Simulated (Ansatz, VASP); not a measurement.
**Two plane-wave programs on SnO2**

The input INCAR:

```
SYSTEM = SnO2
PREC = Accurate ; ENCUT = 520
EDIFF = 1E-6 ; ISMEAR = 0
SIGMA = 0.05 ; LREAL = .FALSE.
LASPH = .TRUE. ; NELM = 60
ALGO = Normal ; ISIF = 2
LWAVE = .FALSE. ; LCHARG = .FALSE.
GGA = PE ; IVDW = 12
NBANDS = 35
```

KPOINTS

```
Automatic mesh
0
G
  8 6 6
  0 0 0
```

File POSCAR:

```
SnO2
1.0
    1.6186264610     -2.8035432689      0.0000000000
    1.6186264610      0.9345144230      4.2918257460
   -4.8558793830     -2.8035432689      0.0000000000
Sn O
2 4
Direct
    0.5168043713      0.4385267298     -0.0188144674
   -0.0168043713      0.5614732702      0.5188144674
    0.4920300375      0.7536670303      0.7751600430
    1.0079699625      0.7079330855      0.2120399956
    0.4920300375      0.2920669145      0.2879600044
    1.0079699625      0.2463329697      0.7248399570
```

Input for Ansatz:

```yaml
crystal:
  lattice:
    - [1.618626461, -2.8035432689, 0.0]
    - [1.618626461, 0.934514423, 4.291825746]
    - [-4.855879383, -2.8035432689, 0.0]
  atoms:
    - { symbol: Sn, position: [0.5168043713, 0.4385267298, -0.0188144674] }
    - { symbol: Sn, position: [-0.0168043713, 0.5614732702, 0.5188144674] }
    - { symbol: O, position: [0.4920300375, 0.7536670303, 0.775160043] }
    - { symbol: O, position: [1.0079699625, 0.7079330855, 0.2120399956] }
    - { symbol: O, position: [0.4920300375, 0.2920669145, 0.2879600044] }
    - { symbol: O, position: [1.0079699625, 0.2463329697, 0.724839957] }
basis:
  ecutwfc: 520.0
kpoints:
  mp_grid: { grid: [8, 6, 6] }
hamiltonian:
  xc: pbe
  pseudopotentials: { kind: paw, azcp: { folder: soft_1 } }
  dispersion: d3bj
scf:
  occupations: { method: gaussian, width: 0.05 }
output:
  forces: true
  stress: true
  eigenvalues: true
```

Change from the starting cell: mode 4 frozen in at -0.264 Å and mode 5 at -0.054 Å (largest displacements).

Alike in both runs: task single point; functional PBE; dispersion D3(BJ); k mesh 8 × 6 × 6; occupations gaussian, width 0.05 eV; no spin polarisation.

```csv
,VASP,Ansatz
version,VASP 6.6.1,Ansatz 0.2.0
potentials or method,"VASP PAW PBE potentials, release 64 (Sn_d, O), cutoff 520 eV","scalar-relativistic, plane waves, PAW"
valence electrons in the cell,52,52
```

|  | VASP | Ansatz | Ansatz less VASP |
| --- | --- | --- | --- |
| gap on the k mesh at the Fermi level (eV) | 1.07 | 1.10 | +0.036 |
| least direct gap on the mesh (eV) | 1.14 | 1.18 | +0.033 |
| pressure (GPa) | -2.2 | -2.8 | -0.63 |
| traceless stress, the component that is largest in VASP (GPa) | -1.64 | -1.21 | +0.438 |
| rms of the force components (eV/Å) | 0.284 | 0.290 | +0.0057 |

Atom by atom the forces differ by 0.028 eV/Å (rms over components).
